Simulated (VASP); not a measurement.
# Pd: single point with PBEsol

Pd:

```
CELL_PARAMETERS angstrom
0.00000 1.93751 1.93751
1.93751 0.00000 1.93751
1.93751 1.93751 0.00000
ATOMIC_POSITIONS crystal
Pd 0.00000 0.00000 0.00000
```

```json
{
 "Program": "VASP 6.6.1",
 "Task": "single point",
 "Functional": "PBEsol",
 "Potentials or basis": "VASP PAW PBE potentials, release 64 (Pd)",
 "Cutoff": "520 eV",
 "k mesh": "18 × 18 × 18",
 "Occupations": "gaussian, width 0.1 eV",
 "Spin": "no spin polarisation",
 "Dipole correction": "no",
 "Further INCAR settings": "ALGO = Normal; EDIFF = 1e-07; NBANDS = 11"
}
```

```
Pressure               : -0.3 GPa
Band gap on the k mesh : zero (band 5 reaches 10.16 eV, above the bottom of band 6 at 8.54 eV)
```

Levels at points of the mesh, in eV from the Fermi level:
```csv
k point,band 2,band 3,band 4,band 5,band 6,band 7,band 8,band 9
"(0.00, 0.00, 0.00)",-2.92,-2.92,-2.92,-1.25,-1.25,17.13,21.98,21.98
"(0.50, 0.00, 0.00)",-2.97,-2.97,-0.02,-0.02,0.89,7.37,16.49,21.14
"(0.50, 0.50, 0.00)",-5.25,-0.04,0.30,0.30,3.25,10.86,13.18,13.18
```

Wall time 52 s on 1 thread of AMD EPYC 7R13, on a shared host, peak memory 0.12 GiB.

Caveat: the PAW data sets were made with another functional, which shifts forces and pressure a little.
